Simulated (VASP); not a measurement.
Wanted: the native input for a VASP 6.6.1 run.

* Task: single point
* Functional: PBEsol
* Potentials or basis: VASP PAW PBE potentials, release 64 (Be, S)
* Cutoff: 600 eV
* k mesh: 6 × 6 × 6
* Occupations: gaussian, width 0.1 eV
* Spin: no spin polarisation
* Dipole correction: no
* Further INCAR settings: ALGO = Normal; EDIFF = 1e-06; NBANDS = 11

The structure of BeS lies in POSCAR:

```
BeS
1.0
    0.0000000000      2.4351516489      2.4351516489
    2.4351516489      0.0000000000      2.4351516489
    2.4351516489      2.4351516489      0.0000000000
Be S
1 1
Direct
    0.0000000000      0.0000000000      0.0000000000
    0.7500000000      0.7500000000      0.7500000000
```

The input as run:

INCAR

```
SYSTEM = BeS
PREC = Accurate ; ENCUT = 600
EDIFF = 1E-6 ; ISMEAR = 0
SIGMA = 0.1 ; LREAL = .FALSE.
LASPH = .TRUE. ; NELM = 120
ALGO = Normal ; ISIF = 2
LWAVE = .FALSE. ; LCHARG = .FALSE.
GGA = PS ; NBANDS = 11
GGA_COMPAT = .FALSE.
```

KPOINTS

```
regular mesh
0
G
  6 6 6
  0 0 0
```

Potentials or basis: VASP PAW PBE potentials, release 64 (Be, S).

The run is started by

```bash
$ cat potpaw_PBE.64/Be/POTCAR potpaw_PBE.64/S/POTCAR > POTCAR
$ mpirun -np 1 vasp_std > vasp.out
```

Results of the run:

The pressure is -1.6 GPa and the band gap on the k mesh is 2.95 eV, indirect (least direct gap 5.58 eV).

Caveat: the PAW data sets were made with another functional, which shifts forces and pressure a little.

Run time: 15 s on 1 thread of Intel Xeon 8259CL, on a shared host, peak memory 0.15 GiB.
